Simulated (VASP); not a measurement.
# ReBi (zincblende type) (F-43m) in VASP: further runs

Runs on ReBi (zincblende type). Level: PBE. Tasks: single point.

All numbers are computed with VASP 6.6.1; they aren't measurements. Logs are shortened: lines on timing, memory, paths and dates and some standing lists are left out, and cuts for length are marked.

### Step 1. The cell of the first run

The structure is cubic, space group F-43m (No. 216). Conventional cell: a = 5.966 Å, b = 5.966 Å, c = 5.966 Å, α = 90.00°, β = 90.00°, γ = 90.00°. Re (site symmetry -43m) has 4 Bi at 2.58 Å within 3.4 Å. Within 3.4 Å of Bi (site symmetry -43m) lie 4 Re at 2.58 Å.

### Step 2. Single point, PBE (26.54 Å³/atom)

INCAR reads:

```
SYSTEM = ReBi
ALGO = Normal
EDIFF = 1E-6
ENCUT = 520
GGA = PE
ISIF = 2
ISMEAR = -1
LASPH = .True.
LCHARG = .False.
LREAL = .False.
LWAVE = .False.
NBANDS = 18
NELM = 80
PREC = Accurate
SIGMA = 0.1
```

KPOINTS reads:

```
k-points
0
Gamma
  11 11 11
  0 0 0
```

POSCAR reads:

```
ReBi
1.0
    0.0000000000      2.9829166390      2.9829166390
    2.9829166390      0.0000000000      2.9829166390
    2.9829166390      2.9829166390      0.0000000000
Re Bi
1 1
Direct
    0.0000000000      0.0000000000      0.0000000000
    0.2500000000      0.2500000000      0.2500000000
```

Potentials or basis: VASP PAW PBE potentials, release 64 (Re, Bi_d).

On the command line:

```bash
> cat potpaw_PBE.64/Re/POTCAR potpaw_PBE.64/Bi_d/POTCAR > POTCAR
> mpirun -np 1 vasp_std > vasp.out
```

OUTCAR:

```text
SYSTEM = ReBi
   EDIFF = 1E-6
   ENCUT = 520
   GGA = PE
   ISIF = 2
   ISMEAR = -1
   LASPH = .True.
   LREAL = .False.
   NELM = 80
   PREC = Accurate

 ion  position               nearest neighbor table
   1  0.000  0.000  0.000-   2 2.58   2 2.58   2 2.58   2 2.58
   2  0.250  0.250  0.250-   1 2.58   1 2.58   1 2.58   1 2.58

  LATTYP: Found a face centered cubic cell.
 ALAT       =     5.9658332780

  Lattice vectors:

 A1 = (   0.0000000000,   2.9829166390,   2.9829166390)
 A2 = (   2.9829166390,   0.0000000000,   2.9829166390)
 A3 = (   2.9829166390,   2.9829166390,   0.0000000000)

Analysis of symmetry for initial positions (statically):
=====================================================================
 Subroutine PRICEL returns:
 Original cell was already a primitive cell.

 Routine SETGRP: Setting up the symmetry group for a
 face centered cubic supercell.

 Subroutine GETGRP returns: Found 24 space group operations
 (whereof 24 operations were pure point group operations)
 out of a pool of 48 trial point group operations.

The static configuration has the point symmetry T_d .

Analysis of symmetry for dynamics (positions and initial velocities):
=====================================================================
 Subroutine PRICEL returns:
 Original cell was already a primitive cell.

 Routine SETGRP: Setting up the symmetry group for a
 face centered cubic supercell.

 Subroutine GETGRP returns: Found 24 space group operations
 (whereof 24 operations were pure point group operations)
 out of a pool of 48 trial point group operations.

The dynamic configuration has the point symmetry T_d .

 Subroutine INISYM returns: Found 24 space group operations
 (whereof 24 operations are pure point group operations),
 and found     1 'primitive' translations

----------------------------------------------------------------------------------------

                                     Primitive cell

  volume of cell :      53.0827

  direct lattice vectors                    reciprocal lattice vectors
     0.000000000  2.982916639  2.982916639    -0.167621178  0.167621178  0.167621178
     2.982916639  0.000000000  2.982916639     0.167621178 -0.167621178  0.167621178
     2.982916639  2.982916639  0.000000000     0.167621178  0.167621178 -0.167621178

[... 72 lines left out ...]
   NGXF,Y,Z  is equivalent  to a cutoff of  25.22, 25.22, 25.22 a.u.
 SYSTEM =  ReBi
   PREC   = accura    normal or accurate (medium, high low for compatibility)
   ISTART =      0    job   : 0-new  1-cont  2-samecut
   ICHARG =      2    charge: 1-file 2-atom 10-const
   ISPIN  =      1    spin polarized calculation?
   LNONCOLLINEAR =      F non collinear calculations
   LSORBIT =      F    spin-orbit coupling
   LASPH  =      T    aspherical Exc in radial PAW
   ENCUT  =  520.0 eV  38.22 Ry    6.18 a.u.   7.84  7.84  7.84*2*pi/ulx,y,z
   NELM   =     80;   NELMIN=  2; NELMDL= -5     # of ELM steps
   EDIFF  = 0.1E-05   stopping-criterion for ELM
   LREAL  =      F    real-space projection
   EDIFFG = 0.1E-04   stopping-criterion for IOM
   NSW    =      0    number of steps for IOM
   IBRION =     -1    ionic relax: 0-MD 1-quasi-New 2-CG
   NFREE  =      0    steps in history (QN), initial steepest desc. (CG)
   ISIF   =      2    stress and relaxation
   ISYM   =      2    0-nonsym 1-usesym 2-fastsym
   POTIM  = 0.5000    time-step for ionic-motion
   TEBEG  =    0.0;   TEEND  =   0.0 temperature during run
   PSTRESS=    0.0 pullay stress
   NELECT =      22.0000    total number of electrons
   NUPDOWN=      -1.0000    fix difference up-down
   EMIN   =  10.00;   EMAX   =-10.00  energy-range for DOS
   EFERMI =   0.00;   METHOD = LEGACY
   ISMEAR =    -1;   SIGMA  =   0.10  broadening in eV -4-tet -1-fermi 0-gaus
   EFERMI_NEDOS =   21; number of points for ismear=-14 and -15
   IALGO  =     38    algorithm
   IMIX   =      4    mixing-type and parameters
     AMIX     =   0.40;   BMIX     =  1.00
     AMIX_MAG =   1.60;   BMIX_MAG =  1.00
  volume/ion in A,a.u.               =      26.54       179.11
  Fermi-wavevector in a.u.,A,eV,Ry     =   1.220575  2.306553 20.270018  1.489804
  Thomas-Fermi vector in A             =   2.355788
   LORBIT       =      0    0 simple, 1 ext, 2 COOP (PROOUT), +10 PAW based schemes
   GGA     = PE    functional components
   LHFCALC =     F    Hartree Fock is set to
   AEXX    =    0.0000 exact exchange contribution
   IVDW    =     0    specifies the selected vdW correction
   LEPSILON=     F    determine dielectric tensor
   LRPA    =     F    only Hartree local field effects (RPA)
 non-spin polarized calculation
  energy-cutoff  :      520.00
  volume of cell :       53.08
 maximum number of plane-waves:      1459
   NGX = 15   NGY = 15   NGZ = 15

 number of electron      22.0000007 magnetization

 Free energy of the ion-electron system (eV)
  ---------------------------------------------------
  ext. energy  EPLUGINS =         0.00000000
  ---------------------------------------------------
  free energy    TOTEN  =       -12.08859671 eV

  energy without entropy =      -11.95721604  energy(sigma->0) =      -12.02290638

 E-fermi :   5.6396     XC(G=0): -10.4146

 val. band max:        5.6346842660   @ k =  -0.3636   0.4545   0.0909
 cond. band min:       5.6416781661   @ k =   0.4545   0.0000   0.0000
 fundamental gap:      0.0069939001
 Fermi energy:         5.6395689940

 k-point     1 :       0.0000    0.0000    0.0000
  band No.  band energies     occupation
      1     -16.6287      2.00000
      2     -16.6287      2.00000
      3     -16.6287      2.00000
      4     -16.5719      2.00000
      5     -16.5719      2.00000
      6      -6.5420      2.00000
[... 481 lines left out ...]
      5     -16.5650      2.00000
      6      -5.8445      2.00000
[... 10 lines left out ...]
     17      14.6526      0.00000
     18      14.8495      0.00000

 [... further k-points ...]
[... 5 lines left out ...]
  --------------------------------------------------------------------------------------
  -------------------------------------------------------------------------------------
  Total        4.6228055      4.6228055      4.6228055     -0.0000000     -0.0000000      0.0000000
  in kB      139.5284791    139.5284791    139.5284791     -0.0000000     -0.0000000      0.0000000
  external PRESSURE =     139.5284791 kB  Pullay stress =       0.0000000 kB

 VOLUME and BASIS-vectors are now :
 -----------------------------------------------------------------------------
  energy-cutoff  :      520.00
  volume of cell :       53.08
      direct lattice vectors                 reciprocal lattice vectors
     0.000000000  2.982916639  2.982916639    -0.167621178  0.167621178  0.167621178
     2.982916639  0.000000000  2.982916639     0.167621178 -0.167621178  0.167621178
     2.982916639  2.982916639  0.000000000     0.167621178  0.167621178 -0.167621178

 POSITION                                       TOTAL-FORCE (eV/Angst)
 -----------------------------------------------------------------------------------
      0.00000      0.00000      0.00000         0.000000      0.000000      0.000000
      1.49146      1.49146      1.49146        -0.000000     -0.000000     -0.000000
 -----------------------------------------------------------------------------------
    total drift:                                0.000000      0.000000      0.000000

  FREE ENERGIE OF THE ION-ELECTRON SYSTEM (eV)
  ---------------------------------------------------
  free  energy   TOTEN  =       -12.0885967108 eV

  energy  without entropy=      -11.9572160411  energy(sigma->0) =      -12.02290638
```

Run time: 53 s. Hardware: 1 thread of Intel Xeon Platinum 8488C (Sapphire Rapids), shared host; peak memory 0.21 GiB.

What came out:

```yaml
Free_energy: -12.0886 eV
Pressure: 14.0 GPa
```

Caveat: the cell stands under pressure; spin-orbit coupling is left out, which moves the levels of the heavy elements.

### Step 3. Single point, PBE

INCAR reads:

```
SYSTEM = ReBi
  PREC = Accurate
  ENCUT = 520
  EDIFF = 1E-7
  ISMEAR = 1
  SIGMA = 0.15
  LREAL = .FALSE.
  LASPH = .TRUE.
  NELM = 80
  ALGO = Normal
  ISIF = 2
  LWAVE = .FALSE.
  LCHARG = .TRUE.
  GGA = PE
  LELF = .TRUE.
  LVHAR = .TRUE.
  NBANDS = 18
```

KPOINTS reads:

```
regular mesh
0
G
  11 11 11
  0 0 0
```

POSCAR is that of step 2.

Potentials or basis: VASP PAW PBE potentials, release 64 (Re, Bi_d).

On the command line:

```bash
> cat potpaw_PBE.64/Re/POTCAR potpaw_PBE.64/Bi_d/POTCAR > POTCAR
> mpirun -np 1 vasp_std > vasp.out
```

Wall time 54 s (1 thread of Intel Xeon Platinum 8488C (Sapphire Rapids), shared host); peak memory 0.21 GiB.

It converged, with:

- Free energy: -12.0181 eV
- Pressure: 13.6 GPa

Levels at points of the mesh, in eV from the Fermi level:
```tsv
k point	band 9	band 10	band 11	band 12	band 13	band 14
(0.00, 0.00, 0.00)	-2.87	-0.22	-0.22	2.98	6.69	6.69
```

Caveat: the cell stands under pressure; spin-orbit coupling is left out, which moves the levels of the heavy elements.

### Step 4. Single point, PBE

This run uses another cell than the first one, of 30.16 Å³/atom.

INCAR reads:

```
SYSTEM = ReBi
PREC     = Accurate       ! precision mode
ENCUT    = 520            ! plane-wave cutoff, eV
EDIFF    = 1E-6           ! SCF threshold, eV
ISMEAR   = -1             ! smearing method
SIGMA    = 0.1            ! smearing width, eV
LREAL    = .False.        ! projectors in reciprocal space
LASPH    = .True.         ! aspherical terms in the spheres
NELM     = 80             ! most SCF steps
ALGO     = Normal         ! electronic algorithm
ISIF     = 2              ! what is computed and relaxed
LWAVE    = .False.        ! write WAVECAR
LCHARG   = .False.        ! write CHGCAR
GGA      = PE             ! functional
NBANDS   = 18             ! bands
```

KPOINTS reads:

```
regular mesh
0
Gamma
  11 11 11
  0 0 0
```

POSCAR reads:

```
ReBi
1.0
    0.0000000000      3.1127689995      3.1127689995
    3.1127689995      0.0000000000      3.1127689995
    3.1127689995      3.1127689995      0.0000000000
Re Bi
1 1
Direct
    0.0000000000      0.0000000000      0.0000000000
    0.2500000000      0.2500000000      0.2500000000
```

On the command line:

```bash
> cat potpaw_PBE.64/Re/POTCAR potpaw_PBE.64/Bi_d/POTCAR > POTCAR
> mpirun -np 1 vasp_std > vasp.out
```

It took 70 s on 1 thread of Intel Xeon Platinum 8488C (Sapphire Rapids), shared host; peak memory 0.23 GiB.

It converged, with:

```
Free energy            : -12.3700 eV
Pressure               : 0.0 GPa
Band gap on the k mesh : zero (bands 11 and 12 overlap by 0.02 eV)
```

Levels at points of the mesh, in eV from the Fermi level:
| k point | band 9 | band 10 | band 11 | band 12 | band 13 | band 14 |
| --- | --- | --- | --- | --- | --- | --- |
| (0.00, 0.00, 0.00) | -2.59 | -0.25 | -0.25 | 2.23 | 5.66 | 5.66 |

Caveat: spin-orbit coupling is left out, which moves the levels of the heavy elements.

### Step 5. Single point, PBE

This run uses another cell than the first one, of 30.16 Å³/atom.

INCAR reads:

```
PREC = Accurate
ENCUT = 520
EDIFF = 1E-6
ISMEAR = -1
SIGMA = 0.1
LREAL = False
LASPH = True
NELM = 60
ALGO = Normal
ISIF = 2
LWAVE = False
LCHARG = False
GGA = PE
NBANDS = 18
```

KPOINTS reads:

```
Automatic mesh
0
Gamma
  11 11 11
```

POSCAR is that of step 4.

On the command line:

```bash
> cat potpaw_PBE.64/Re/POTCAR potpaw_PBE.64/Bi_d/POTCAR > POTCAR
> mpirun -np 1 vasp_std > vasp.out
```

Wall time 72 s (1 thread of Intel Xeon Platinum 8488C (Sapphire Rapids), shared host); peak memory 0.23 GiB.

Results (log left out):

```yaml
Free_energy: -12.3700 eV
Pressure: 0.0 GPa
Band_gap_on_the_k_mesh: zero (bands 11 and 12 overlap by 0.02 eV)
```

Levels at points of the mesh, in eV from the Fermi level:
| k point | band 8 | band 9 | band 10 | band 11 | band 12 | band 13 | band 14 | band 15 |
| --- | --- | --- | --- | --- | --- | --- | --- | --- |
| (0.00, 0.00, 0.00) | -2.59 | -2.59 | -0.25 | -0.25 | 2.23 | 5.66 | 5.66 | 5.66 |

Caveat: spin-orbit coupling is left out, which moves the levels of the heavy elements.

### Step 6. The runs side by side

```csv
cell,smearing,pressure (GPa)
"a = 4.218 Å, angles 60.0°, 2 atoms",fermi-dirac 0.1 eV,14.0
"a = 4.218 Å, angles 60.0°, 2 atoms",methfessel-paxton 0.15 eV,13.6
"a = 4.402 Å, angles 60.0°, 2 atoms",fermi-dirac 0.1 eV,0.0
```

Alike in all rows: task single point; level PBE; potentials or basis VASP PAW PBE potentials, release 64 (Re, Bi_d); no spin polarisation; k mesh 11 × 11 × 11; cutoff (eV) 520.

Caveats: spin-orbit coupling is left out, which moves the levels of the heavy elements; the cell stands under pressure (at least some runs).

Absolute energies hang on the potentials; compare differences alone.

The gap in the log of VASP goes by the Fermi energy; the results here count the filled bands.